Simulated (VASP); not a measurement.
# CsSnI3 (Pnma) in VASP: single point with PBE

Aim: the single point of CsSnI3 with PBE.

All numbers are computed with VASP 6.6.1; they aren't measurements. Logs are shortened: lines on timing, memory, paths and dates and some standing lists are left out, and cuts for length are marked.

### 1 The cell of the first run

Symmetry: Pnma, No. 62, orthorhombic system. The conventional cell has a = 10.350 Å, b = 4.763 Å, c = 17.684 Å, α = 90.00°, β = 90.00°, γ = 90.00°. Cs (site symmetry m) has 9 I at 3.86 to 4.08 Å and 2 Cs at 4.76 Å and 1 Sn at 4.88 Å within 5.1 Å. Sn (site symmetry m) has 6 I at 3.02 to 3.38 Å within 4.0 Å. Within 4.5 Å of I (site symmetry m) lie 3 Sn at 3.24 to 3.38 Å and 2 Cs at 3.98 to 4.08 Å and 7 I at 4.27 to 4.50 Å. Within 4.5 Å of I (site symmetry m) lie 2 Sn at 3.20 Å and 3 Cs at 3.93 to 3.96 Å and 7 I at 4.13 to 4.45 Å. Within 4.0 Å of I (site symmetry m) lie 1 Sn at 3.02 Å and 4 Cs at 3.86 to 3.88 Å.

### 2 Single point, PBE

File INCAR:

```
ALGO = Normal ; EDIFF = 1E-7
ENCUT = 520 ; GGA = PE
ISIF = 2 ; ISMEAR = -1
KPAR = 4 ; LASPH = True
LCHARG = False ; LREAL = Auto
LWAVE = False ; NBANDS = 104
NELM = 60 ; PREC = Accurate
SIGMA = 0.02
```

File KPOINTS:

```
k-points
0
Gamma
  3 6 2
```

File POSCAR:

```
CsSnI3
1.0
   10.3495000000      0.0000000000      0.0000000000
    0.0000000000      4.7632000000      0.0000000000
    0.0000000000      0.0000000000     17.6840000000
Cs Sn I
4 4 12
Direct
    0.9143691478      0.7500000000      0.6705021554
    0.5856308522      0.2500000000      0.1705021554
    0.4143691478      0.7500000000      0.8294978446
    0.0856308522      0.2500000000      0.3294978446
    0.3414630500      0.2500000000      0.5610351775
    0.1585369500      0.7500000000      0.0610351775
    0.8414630500      0.2500000000      0.9389648225
    0.6585369500      0.7500000000      0.4389648225
    0.5318278594      0.7500000000      0.6150700272
    0.9681721406      0.2500000000      0.1150700272
    0.0318278594      0.7500000000      0.8849299728
    0.4681721406      0.2500000000      0.3849299728
    0.1632239458      0.7500000000      0.5003095459
    0.3367760542      0.2500000000      0.0003095459
    0.6632239458      0.7500000000      0.9996904541
    0.8367760542      0.2500000000      0.4996904541
    0.2017927526      0.2500000000      0.7111227160
    0.2982072474      0.7500000000      0.2111227160
    0.7017927526      0.2500000000      0.7888772840
    0.7982072474      0.7500000000      0.2888772840
```

Potentials or basis: VASP PAW PBE potentials, release 64 (Cs_sv, Sn_d, I).

Run with:

```
> cat potpaw_PBE.64/Cs_sv/POTCAR potpaw_PBE.64/Sn_d/POTCAR potpaw_PBE.64/I/POTCAR > POTCAR
> mpirun -np 4 vasp_std > vasp.out
```

OUTCAR:

```text
EDIFF = 1E-7
   ENCUT = 520
   GGA = PE
   ISIF = 2
   ISMEAR = -1
   LASPH = True
   LREAL = Auto
   NELM = 60
   PREC = Accurate

 ion  position               nearest neighbor table
   1  0.914  0.750  0.671-
   2  0.586  0.250  0.171-
   3  0.414  0.750  0.829-
   4  0.086  0.250  0.329-
   5  0.341  0.250  0.561-  17 3.02  13 3.20  13 3.20   9 3.24   9 3.24  12 3.38
   6  0.159  0.750  0.061-  18 3.02  14 3.20  14 3.20  10 3.24  10 3.24  11 3.38
   7  0.841  0.250  0.939-  19 3.02  15 3.20  15 3.20  11 3.24  11 3.24  10 3.38
   8  0.659  0.750  0.439-  20 3.02  16 3.20  16 3.20  12 3.24  12 3.24   9 3.38
   9  0.532  0.750  0.615-   5 3.24   5 3.24   8 3.38
  10  0.968  0.250  0.115-   6 3.24   6 3.24   7 3.38
  11  0.032  0.750  0.885-   7 3.24   7 3.24   6 3.38
  12  0.468  0.250  0.385-   8 3.24   8 3.24   5 3.38
  13  0.163  0.750  0.500-   5 3.20   5 3.20
  14  0.337  0.250  0.000-   6 3.20   6 3.20
  15  0.663  0.750  1.000-   7 3.20   7 3.20
  16  0.837  0.250  0.500-   8 3.20   8 3.20
  17  0.202  0.250  0.711-   5 3.02
  18  0.298  0.750  0.211-   6 3.02
  19  0.702  0.250  0.789-   7 3.02
  20  0.798  0.750  0.289-   8 3.02

  LATTYP: Found a simple orthorhombic cell.
 ALAT       =     4.7632000000
 B/A-ratio  =     2.1728039973
 C/A-ratio  =     3.7126301646

  Lattice vectors:

 A1 = (   0.0000000000,  -4.7632000000,   0.0000000000)
 A2 = (  10.3495000000,   0.0000000000,   0.0000000000)
 A3 = (   0.0000000000,   0.0000000000,  17.6840000000)

Analysis of symmetry for initial positions (statically):
=====================================================================
 Subroutine PRICEL returns:
 Original cell was already a primitive cell.

 Routine SETGRP: Setting up the symmetry group for a
 simple orthorhombic supercell.

 Subroutine GETGRP returns: Found  8 space group operations
 (whereof  2 operations were pure point group operations)
 out of a pool of  8 trial point group operations.

The static configuration has the point symmetry S_2 .
 The point group associated with its full space group is D_2h.

Analysis of symmetry for dynamics (positions and initial velocities):
=====================================================================
 Subroutine PRICEL returns:
 Original cell was already a primitive cell.

 Routine SETGRP: Setting up the symmetry group for a
 simple orthorhombic supercell.

 Subroutine GETGRP returns: Found  8 space group operations
 (whereof  2 operations were pure point group operations)
 out of a pool of  8 trial point group operations.

The dynamic configuration has the point symmetry S_2 .
 The point group associated with its full space group is D_2h.

 Subroutine INISYM returns: Found  8 space group operations
 (whereof  2 operations are pure point group operations),
 and found     1 'primitive' translations

----------------------------------------------------------------------------------------

                                     Primitive cell

  volume of cell :     871.7635

  direct lattice vectors                    reciprocal lattice vectors
    10.349500000  0.000000000  0.000000000     0.096623025  0.000000000  0.000000000
     0.000000000  4.763200000  0.000000000     0.000000000  0.209942896  0.000000000
     0.000000000  0.000000000 17.684000000     0.000000000  0.000000000  0.056548292

  length of vectors
    10.349500000  4.763200000 17.684000000     0.096623025  0.209942896  0.056548292

  position of ions in fractional coordinates (direct lattice)
     0.914369148  0.750000000  0.670502155
     0.585630852  0.250000000  0.170502155
     0.414369148  0.750000000  0.829497845
     0.085630852  0.250000000  0.329497845
     0.341463050  0.250000000  0.561035178
     0.158536950  0.750000000  0.061035178
[... 12 lines left out ...]
     0.701792753  0.250000000  0.788877284
     0.798207247  0.750000000  0.288877284

  ion indices of the primitive-cell ions
   primitive index   ion index
                 1           1
                 2           2
                 3           3
                 4           4
                 5           5
                 6           6
[... 12 lines left out ...]
                19          19
                20          20

----------------------------------------------------------------------------------------

 KPOINTS: k-points

Automatic generation of k-mesh.
 Grid dimensions read from file:
 generate k-points for:    3    6    2

 Generating k-lattice:

  Cartesian coordinates                     Fractional coordinates (reciprocal lattice)
     0.032207675  0.000000000  0.000000000     0.333333333  0.000000000  0.000000000
     0.000000000  0.034990483  0.000000000     0.000000000  0.166666667  0.000000000
     0.000000000  0.000000000  0.028274146     0.000000000  0.000000000  0.500000000

  Length of vectors
     0.032207675  0.034990483  0.028274146

  Shift w.r.t. Gamma in fractional coordinates (k-lattice)
     0.000000000  0.000000000  0.000000000

 Subroutine IBZKPT returns following result:
 ===========================================

 Found     16 irreducible k-points:

 Following reciprocal coordinates:
            Coordinates               Weight
  0.000000  0.000000  0.000000      1.000000
  0.333333  0.000000  0.000000      2.000000
  0.000000  0.166667  0.000000      2.000000
  0.333333  0.166667  0.000000      4.000000
  0.000000  0.333333  0.000000      2.000000
  0.333333  0.333333  0.000000      4.000000
[... 8 lines left out ...]
  0.000000  0.500000  0.500000      1.000000
  0.333333  0.500000  0.500000      2.000000
   k-points           NKPTS =     16   k-points in BZ     NKDIM =     16   number of bands    NBANDS=    104
   number of dos      NEDOS =    301   number of ions     NIONS =     20
   total plane-waves  NPLWV = 403200
   dimension x,y,z NGX =    80 NGY =   36 NGZ =  140
   dimension x,y,z NGXF=   160 NGYF=   72 NGZF=  280
   ions per type =               4   4  12
   NGX,Y,Z   is equivalent  to a cutoff of  12.85, 12.56, 13.16 a.u.
   NGXF,Y,Z  is equivalent  to a cutoff of  25.70, 25.13, 26.32 a.u.
 SYSTEM =  unknown system
   PREC   = accura    normal or accurate (medium, high low for compatibility)
   ISTART =      0    job   : 0-new  1-cont  2-samecut
   ICHARG =      2    charge: 1-file 2-atom 10-const
   ISPIN  =      1    spin polarized calculation?
   LNONCOLLINEAR =      F non collinear calculations
   LSORBIT =      F    spin-orbit coupling
   LASPH  =      T    aspherical Exc in radial PAW
   ENCUT  =  520.0 eV  38.22 Ry    6.18 a.u.  19.24  8.86 32.88*2*pi/ulx,y,z
   NELM   =     60;   NELMIN=  2; NELMDL= -5     # of ELM steps
   EDIFF  = 0.1E-06   stopping-criterion for ELM
   LREAL  =      T    real-space projection
   EDIFFG = 0.1E-05   stopping-criterion for IOM
   NSW    =      0    number of steps for IOM
   IBRION =     -1    ionic relax: 0-MD 1-quasi-New 2-CG
   NFREE  =      0    steps in history (QN), initial steepest desc. (CG)
   ISIF   =      2    stress and relaxation
   ISYM   =      2    0-nonsym 1-usesym 2-fastsym
   POTIM  = 0.5000    time-step for ionic-motion
   TEBEG  =    0.0;   TEEND  =   0.0 temperature during run
   PSTRESS=    0.0 pullay stress
   NELECT =     176.0000    total number of electrons
   NUPDOWN=      -1.0000    fix difference up-down
   EMIN   =  10.00;   EMAX   =-10.00  energy-range for DOS
   EFERMI =   0.00;   METHOD = LEGACY
   ISMEAR =    -1;   SIGMA  =   0.02  broadening in eV -4-tet -1-fermi 0-gaus
   EFERMI_NEDOS =   21; number of points for ismear=-14 and -15
   IALGO  =     38    algorithm
   IMIX   =      4    mixing-type and parameters
     AMIX     =   0.40;   BMIX     =  1.00
     AMIX_MAG =   1.60;   BMIX_MAG =  1.00
  volume/ion in A,a.u.               =      43.59       294.15
  Fermi-wavevector in a.u.,A,eV,Ry     =   0.960387  1.814868 12.549234  0.922343
  Thomas-Fermi vector in A             =   2.089666
   LORBIT       =      0    0 simple, 1 ext, 2 COOP (PROOUT), +10 PAW based schemes
   GGA     = PE    functional components
   LHFCALC =     F    Hartree Fock is set to
   AEXX    =    0.0000 exact exchange contribution
   IVDW    =     0    specifies the selected vdW correction
   LEPSILON=     F    determine dielectric tensor
   LRPA    =     F    only Hartree local field effects (RPA)
 non-spin polarized calculation
  energy-cutoff  :      520.00
  volume of cell :      871.76
 maximum number of plane-waves:     23530
 NGX is ok and might be reduce to    80
   NGX = 39   NGY = 17   NGZ = 65

 number of electron     176.0000022 magnetization

 Free energy of the ion-electron system (eV)
  ---------------------------------------------------
  ext. energy  EPLUGINS =         0.00000000
  ---------------------------------------------------
  free energy    TOTEN  =       -56.12500211 eV

  energy without entropy =      -56.12500211  energy(sigma->0) =      -56.12500211

 E-fermi :   2.8308     XC(G=0):  -7.9783

 val. band max:        2.3532834437   @ k =   0.0000   0.1667   0.0000
 cond. band min:       4.3799582266   @ k =   0.3333   0.0000   0.0000
 fundamental gap:      2.0266747829
 Fermi energy:         2.8308411493

 k-point     1 :       0.0000    0.0000    0.0000
  band No.  band energies     occupation
      1     -18.6331      2.00000
      2     -18.6331      2.00000
      3     -18.6329      2.00000
      4     -18.6329      2.00000
      5     -18.6326      2.00000
      6     -18.6326      2.00000
[... 92 lines left out ...]
     99       5.6951      0.00000
    100       5.7512      0.00000

 k-point     2 :       0.3333    0.0000    0.0000
  band No.  band energies     occupation
      1     -18.6331      2.00000
      2     -18.6331      2.00000
      3     -18.6329      2.00000
      4     -18.6329      2.00000
      5     -18.6326      2.00000
      6     -18.6326      2.00000
[... 1431 lines left out ...]
     99       6.0742      0.00000
    100       6.0742      0.00000

 k-point    16 :       0.3333    0.5000    0.5000
  band No.  band energies     occupation
      1     -18.6368      2.00000
      2     -18.6368      2.00000
      3     -18.6368      2.00000
      4     -18.6368      2.00000
      5     -18.6316      2.00000
      6     -18.6316      2.00000
[... 92 lines left out ...]
     99       6.0938      0.00000
    100       6.0938      0.00000
 [bands above 100 left out]

------------------------ aborting loop because EDIFF is reached ----------------------------------------

  FORCE on cell =-STRESS in cart. coord.  units (eV):
  Direction    XX          YY          ZZ          XY          YZ          ZX
  --------------------------------------------------------------------------------------
  -------------------------------------------------------------------------------------
  Total        5.9923046      5.1113257      5.6952379      0.0000000      0.0000000      0.0000000
  in kB       11.0130033      9.3938894     10.4670371      0.0000000      0.0000000      0.0000000
  external PRESSURE =      10.2913099 kB  Pullay stress =       0.0000000 kB

 VOLUME and BASIS-vectors are now :
 -----------------------------------------------------------------------------
  energy-cutoff  :      520.00
  volume of cell :      871.76
      direct lattice vectors                 reciprocal lattice vectors
    10.349500000  0.000000000  0.000000000     0.096623025  0.000000000  0.000000000
     0.000000000  4.763200000  0.000000000     0.000000000  0.209942896  0.000000000
     0.000000000  0.000000000 17.684000000     0.000000000  0.000000000  0.056548292

 POSITION                                       TOTAL-FORCE (eV/Angst)
 -----------------------------------------------------------------------------------
      9.46326      3.57240     11.85716         0.004662      0.000000      0.004421
      6.06099      1.19080      3.01516        -0.004662      0.000000      0.004421
      4.28851      3.57240     14.66884         0.004662      0.000000     -0.004421
      0.88624      1.19080      5.82684        -0.004662     -0.000000     -0.004421
      3.53397      1.19080      9.92135         0.004761      0.000000      0.009087
      1.64078      3.57240      1.07935        -0.004761     -0.000000      0.009087
[... 12 lines left out ...]
      7.26320      1.19080     13.95051        -0.005074      0.000000     -0.001969
      8.26105      3.57240      5.10851         0.005074      0.000000     -0.001969
 -----------------------------------------------------------------------------------
    total drift:                                0.000000      0.000000      0.000000

  FREE ENERGIE OF THE ION-ELECTRON SYSTEM (eV)
  ---------------------------------------------------
  free  energy   TOTEN  =       -56.1250021097 eV

  energy  without entropy=      -56.1250021097  energy(sigma->0) =      -56.12500211
```

Wall time 24 min (4 MPI ranks of Intel Xeon Platinum 8259CL at 2.50GHz (Skylake/Cascade Lake), shared host); peak memory 1.4 GiB.

Results:

```yaml
Free_energy: -56.1250 eV
Pressure: 1.0 GPa
Largest_force: 0.010 eV/Å
Band_gap_on_the_k_mesh: 2.03 eV (least direct gap 2.09 eV)
```

Forces in eV/Å, atoms in the order of the input:
```
Cs   0.005  0.000  0.004
Cs  -0.005  0.000  0.004
Cs   0.005  0.000 -0.004
Cs  -0.005  0.000 -0.004
Sn   0.005  0.000  0.009
Sn  -0.005  0.000  0.009
Sn   0.005  0.000 -0.009
Sn  -0.005  0.000 -0.009
I   -0.003  0.000 -0.001
I    0.003  0.000 -0.001
I   -0.003  0.000  0.001
I    0.003  0.000  0.001
I    0.002  0.000  0.000
I   -0.002  0.000  0.000
I    0.002  0.000  0.000
I   -0.002  0.000  0.000
I   -0.005  0.000  0.002
I    0.005  0.000  0.002
I   -0.005  0.000 -0.002
I    0.005  0.000 -0.002
```

Levels at points of the mesh, in eV from the valence-band top:
```csv
k point,band 85,band 86,band 87,band 88,band 89,band 90,band 91,band 92
"(0.00, 0.00, 0.00)",-0.80,-0.68,-0.51,-0.12,2.13,2.21,2.22,2.22
"(0.00, 0.50, 0.00)",-0.70,-0.70,-0.18,-0.18,2.94,2.94,3.14,3.14
"(0.00, 0.00, 0.50)",-0.71,-0.71,-0.32,-0.32,2.16,2.16,2.25,2.25
"(0.00, 0.50, 0.50)",-0.62,-0.62,-0.26,-0.26,2.94,2.94,3.19,3.19
```

Caveat: spin-orbit coupling is left out, which moves the levels of the heavy elements. A k mesh can miss the band edges.
